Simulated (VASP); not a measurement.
# PbS in VASP: a series of runs, part 2 of 2

VASP 6.6.1. Earlier steps stand in the parts before.

### Step 3. Single point, PBE

Input file INCAR:

```
PREC = Accurate ; ENCUT = 520
EDIFF = 1E-6 ; ISMEAR = 0
SIGMA = 0.05 ; LREAL = False
LASPH = True ; NELM = 60
ALGO = Normal ; ISIF = 2
LWAVE = False ; LCHARG = True
GGA = PE ; LELF = True
LVHAR = True ; NBANDS = 28
```

Input file KPOINTS:

```
Automatic mesh
0
Gamma
  7 7 7
```

Input file POSCAR:

```
PbS
1.0
    0.0000084746      3.0043469637      3.0043180824
    3.0051692664     -0.0008549636      3.0051815206
    6.0057408541      6.0058231252      0.0028877514
Pb S
2 2
Direct
    0.5041144872      0.5132623697      0.2273606487
    0.5041643280      0.5131060143      0.7273571519
    0.0043715236      0.0147384917     -0.0236406860
    0.0043072868      0.0148119575      0.4763641997
```

Potentials or basis: VASP PAW PBE potentials, release 64 (Pb_d, S).

Command:

```bash
$ cat potpaw_PBE.64/Pb_d/POTCAR potpaw_PBE.64/S/POTCAR > POTCAR
$ mpirun -np 1 vasp_std > vasp.out
```

OUTCAR:

```text
PREC = Accurate
   ENCUT = 520
   EDIFF = 1E-6
   ISMEAR = 0
   LREAL = False
   LASPH = True
   NELM = 60
   ISIF = 2
   GGA = PE

 ion  position               nearest neighbor table
   1  0.504  0.513  0.227-   4 3.00   4 3.00   4 3.00   3 3.01   3 3.01   3 3.01
   2  0.504  0.513  0.727-   3 3.00   3 3.00   3 3.00   4 3.00   4 3.01   4 3.01
   3  0.004  0.015  0.976-   2 3.00   2 3.00   2 3.00   1 3.01   1 3.01   1 3.01
   4  0.004  0.015  0.476-   1 3.00   1 3.00   1 3.00   2 3.00   2 3.01   2 3.01

  LATTYP: Found a base centered monoclinic cell.
 ALAT       =     7.3618443161
 B/A-ratio  =     0.5771336119
 C/A-ratio  =     0.9989801648
 COS(beta)  =    -0.3334114848

  Lattice vectors:

 A1 = (  -3.0051692664,   0.0008549636,  -3.0051815206)
 A2 = (  -3.0051607918,   3.0052019273,  -0.0008634382)
 A3 = (   6.0057323795,   3.0014761615,  -3.0014303310)

Analysis of symmetry for initial positions (statically):
=====================================================================
 Subroutine PRICEL returns:
 Original cell was already a primitive cell.

 Routine SETGRP: Setting up the symmetry group for a
 base centered monoclinic supercell.

 Subroutine GETGRP returns: Found  1 space group operations
 (whereof  1 operations were pure point group operations)
 out of a pool of  4 trial point group operations.

The static configuration has the point symmetry C_1 .

Analysis of symmetry for dynamics (positions and initial velocities):
=====================================================================
 Subroutine PRICEL returns:
 Original cell was already a primitive cell.

 Routine SETGRP: Setting up the symmetry group for a
 base centered monoclinic supercell.

 Subroutine GETGRP returns: Found  1 space group operations
 (whereof  1 operations were pure point group operations)
 out of a pool of  4 trial point group operations.

The dynamic configuration has the point symmetry C_1 .

 Subroutine INISYM returns: Found  1 space group operations
 (whereof  1 operations are pure point group operations),
 and found     1 'primitive' translations

----------------------------------------------------------------------------------------

                                     Primitive cell

  volume of cell :     108.4362

  direct lattice vectors                    reciprocal lattice vectors
     0.000008475  3.004346964  3.004318082    -0.166444394  0.166362061  0.166491045
     3.005169266 -0.000854964  3.005181521     0.166316541 -0.166394270  0.166395400
     6.005740854  6.005823125  0.002887751     0.083285654  0.083260591 -0.083261627

  length of vectors
     4.248767800  4.249959885  8.493458834     0.288269561  0.288159112  0.144226644

  position of ions in fractional coordinates (direct lattice)
     0.504114487  0.513262370  0.227360649
     0.504164328  0.513106014  0.727357152
     0.004371524  0.014738492  0.976359314
     0.004307287  0.014811958  0.476364200

  ion indices of the primitive-cell ions
   primitive index   ion index
                 1           1
                 2           2
                 3           3
                 4           4

----------------------------------------------------------------------------------------

 KPOINTS: Automatic mesh

Automatic generation of k-mesh.
 Grid dimensions read from file:
 generate k-points for:    7    7    7

 Generating k-lattice:

  Cartesian coordinates                     Fractional coordinates (reciprocal lattice)
    -0.023777771  0.023766009  0.023784435     0.142857143  0.000000000 -0.000000000
     0.023759506 -0.023770610  0.023770771     0.000000000  0.142857143 -0.000000000
     0.011897951  0.011894370 -0.011894518     0.000000000  0.000000000  0.142857143

  Length of vectors
     0.041181366  0.041165587  0.020603806

  Shift w.r.t. Gamma in fractional coordinates (k-lattice)
     0.000000000  0.000000000  0.000000000

 Subroutine IBZKPT returns following result:
 ===========================================

 Found    172 irreducible k-points:

 Following reciprocal coordinates:
            Coordinates               Weight
  0.000000  0.000000  0.000000      1.000000
  0.142857  0.000000 -0.000000      2.000000
  0.142857  0.142857  0.285714      2.000000
  0.285714  0.000000 -0.000000      2.000000
  0.285714  0.285714 -0.428571      2.000000
  0.428571 -0.000000 -0.000000      2.000000
[... 16 lines left out ...]
  0.142857 -0.142857  0.285714      2.000000
  0.285714  0.285714  0.000000      2.000000
 [... further k-points ...]
   k-points           NKPTS =    172   k-points in BZ     NKDIM =    172   number of bands    NBANDS=     28
   number of dos      NEDOS =    301   number of ions     NIONS =      4
   total plane-waves  NPLWV =  65536
   dimension x,y,z NGX =    32 NGY =   32 NGZ =   64
   dimension x,y,z NGXF=    64 NGYF=   64 NGZF=  128
   ions per type =               2   2
   NGX,Y,Z   is equivalent  to a cutoff of  12.52, 12.52, 12.53 a.u.
   NGXF,Y,Z  is equivalent  to a cutoff of  25.04, 25.03, 25.05 a.u.
 SYSTEM =  unknown system
   PREC   = accura    normal or accurate (medium, high low for compatibility)
   ISTART =      0    job   : 0-new  1-cont  2-samecut
   ICHARG =      2    charge: 1-file 2-atom 10-const
   ISPIN  =      1    spin polarized calculation?
   LNONCOLLINEAR =      F non collinear calculations
   LSORBIT =      F    spin-orbit coupling
   LASPH  =      T    aspherical Exc in radial PAW
   ENCUT  =  520.0 eV  38.22 Ry    6.18 a.u.   7.90  7.90 15.79*2*pi/ulx,y,z
   NELM   =     60;   NELMIN=  2; NELMDL= -5     # of ELM steps
   EDIFF  = 0.1E-05   stopping-criterion for ELM
   LREAL  =      F    real-space projection
   EDIFFG = 0.1E-04   stopping-criterion for IOM
   NSW    =      0    number of steps for IOM
   IBRION =     -1    ionic relax: 0-MD 1-quasi-New 2-CG
   NFREE  =      0    steps in history (QN), initial steepest desc. (CG)
   ISIF   =      2    stress and relaxation
   ISYM   =      2    0-nonsym 1-usesym 2-fastsym
   POTIM  = 0.5000    time-step for ionic-motion
   TEBEG  =    0.0;   TEEND  =   0.0 temperature during run
   PSTRESS=    0.0 pullay stress
   NELECT =      40.0000    total number of electrons
   NUPDOWN=      -1.0000    fix difference up-down
   EMIN   =  10.00;   EMAX   =-10.00  energy-range for DOS
   EFERMI =   0.00;   METHOD = LEGACY
   ISMEAR =     0;   SIGMA  =   0.05  broadening in eV -4-tet -1-fermi 0-gaus
   EFERMI_NEDOS =   21; number of points for ismear=-14 and -15
   IALGO  =     38    algorithm
   IMIX   =      4    mixing-type and parameters
     AMIX     =   0.40;   BMIX     =  1.00
     AMIX_MAG =   1.60;   BMIX_MAG =  1.00
  volume/ion in A,a.u.               =      27.11       182.94
  Fermi-wavevector in a.u.,A,eV,Ry     =   1.174096  2.218719 18.755637  1.378500
  Thomas-Fermi vector in A             =   2.310498
   LORBIT       =      0    0 simple, 1 ext, 2 COOP (PROOUT), +10 PAW based schemes
   GGA     = PE    functional components
   LHFCALC =     F    Hartree Fock is set to
   AEXX    =    0.0000 exact exchange contribution
   IVDW    =     0    specifies the selected vdW correction
   LEPSILON=     F    determine dielectric tensor
   LRPA    =     F    only Hartree local field effects (RPA)
 non-spin polarized calculation
 Gauss-broadening in eV      SIGMA  =   0.05
  energy-cutoff  :      520.00
  volume of cell :      108.44
 maximum number of plane-waves:      2938
   NGX = 15   NGY = 15   NGZ = 31

 number of electron      40.0000004 magnetization

 Free energy of the ion-electron system (eV)
  ---------------------------------------------------
  ext. energy  EPLUGINS =         0.00000000
  ---------------------------------------------------
  free energy    TOTEN  =       -17.54056169 eV

  energy without entropy =      -17.54056169  energy(sigma->0) =      -17.54056169

 E-fermi :   5.5487     XC(G=0):  -9.5027

 val. band max:        5.2823276198   @ k =   0.0000   0.0000   0.0000
 cond. band min:       5.7808149201   @ k =   0.0000   0.0000   0.0000
 fundamental gap:      0.4984873003
 Fermi energy:         5.5486709400

 k-point     1 :       0.0000    0.0000    0.0000
  band No.  band energies     occupation
      1     -11.4539      2.00000
      2     -11.4537      2.00000
      3     -11.4419      2.00000
      4     -11.4418      2.00000
      5     -11.4417      2.00000
      6     -11.4382      2.00000
[... 20 lines left out ...]
     27      12.1504      0.00000
[... 691 lines left out ...]
      6     -11.4132      2.00000
[... 20 lines left out ...]
     27      10.2769      0.00000
     28      13.7693      0.00000

 [... further k-points ...]
[... 5 lines left out ...]
  --------------------------------------------------------------------------------------
  -------------------------------------------------------------------------------------
  Total       -0.0468818     -0.0474590     -0.0465179      0.0098449     -0.0022660     -0.0098512
  in kB       -0.6926927     -0.7012206     -0.6873165      0.1454612     -0.0334813     -0.1455542
  external PRESSURE =      -0.6937433 kB  Pullay stress =       0.0000000 kB

 VOLUME and BASIS-vectors are now :
 -----------------------------------------------------------------------------
  energy-cutoff  :      520.00
  volume of cell :      108.44
      direct lattice vectors                 reciprocal lattice vectors
     0.000008475  3.004346964  3.004318082    -0.166444394  0.166362061  0.166491045
     3.005169266 -0.000854964  3.005181521     0.166316541 -0.166394270  0.166395400
     6.005740854  6.005823125  0.002887751     0.083285654  0.083260591 -0.083261627

 POSITION                                       TOTAL-FORCE (eV/Angst)
 -----------------------------------------------------------------------------------
      2.90791      2.87958      3.05762        -0.000533     -0.000898      0.000651
      5.91029      5.88262      3.05875         0.000408     -0.001030      0.001136
      5.90805      5.87696      0.06024         0.000574      0.000664     -0.000868
      2.90543      2.87389      0.05883        -0.000448      0.001264     -0.000919
 -----------------------------------------------------------------------------------
    total drift:                                0.000030     -0.000599      0.000009

  FREE ENERGIE OF THE ION-ELECTRON SYSTEM (eV)
  ---------------------------------------------------
  free  energy   TOTEN  =       -17.5405616907 eV

  energy  without entropy=      -17.5405616907  energy(sigma->0) =      -17.54056169
```

OSZICAR:

```text
N       E                     dE             d eps       ncg     rms          rms(c)
DAV:   1     0.409747864303E+03    0.40975E+03   -0.18703E+04  9632   0.152E+03
DAV:   2     0.284344548941E+02   -0.38131E+03   -0.36998E+03  9736   0.402E+02
DAV:   3    -0.163377864333E+02   -0.44772E+02   -0.43552E+02 12584   0.152E+02
DAV:   4    -0.184865114318E+02   -0.21487E+01   -0.21391E+01 11232   0.344E+01
DAV:   5    -0.185733858462E+02   -0.86874E-01   -0.86862E-01 12868   0.733E+00    0.617E+00
DAV:   6    -0.175220691443E+02    0.10513E+01   -0.27609E+00 13396   0.966E+00    0.398E+00
DAV:   7    -0.175340867005E+02   -0.12018E-01   -0.41136E-01 10388   0.260E+00    0.267E+00
DAV:   8    -0.175464056575E+02   -0.12319E-01   -0.74426E-02 11696   0.228E+00    0.135E+00
DAV:   9    -0.175401100681E+02    0.62956E-02   -0.17843E-02 13176   0.108E+00    0.261E-01
DAV:  10    -0.175405279938E+02   -0.41793E-03   -0.22717E-03 11784   0.225E-01    0.919E-02
DAV:  11    -0.175405614340E+02   -0.33440E-04   -0.11153E-04 11600   0.809E-02    0.278E-02
DAV:  12    -0.175405624845E+02   -0.10505E-05   -0.68756E-06 10744   0.199E-02    0.389E-03
DAV:  13    -0.175405616907E+02    0.79387E-06   -0.30684E-06  7912   0.980E-03
   1 F= -.17540562E+02 E0= -.17540562E+02  d E =-.357915E-13
```

stdout:

```text
POSCAR found type information on POSCAR PbS
 POSCAR found :  2 types and       4 ions
 scaLAPACK will be used
 LDA part: xc-table for (Slater+PW92), standard interpolation
 POSCAR, INCAR and KPOINTS ok, starting setup
 FFT: planning ... GRIDC
 FFT: planning ... GRID_SOFT
 FFT: planning ... GRID
 WAVECAR not read
 entering main loop
```

It took 9.1 min on 1 thread of Intel Xeon 6975P-C, shared host; peak memory 0.55 GiB.

What came out:

```yaml
Free_energy: -17.5406 eV
Pressure: -0.1 GPa
Band_gap_on_the_k_mesh: 0.50 eV
```

Levels at points of the mesh, in eV from the valence-band top:
| k point | band 18 | band 19 | band 20 | band 21 | band 22 | band 23 |
| --- | --- | --- | --- | --- | --- | --- |
| (0.00, 0.00, 0.00) | -1.58 | -1.58 | 0.00 | 0.50 | 2.08 | 2.08 |

Caveat: spin-orbit coupling is left out, which moves the levels of the heavy elements. A k mesh can miss the band edges.
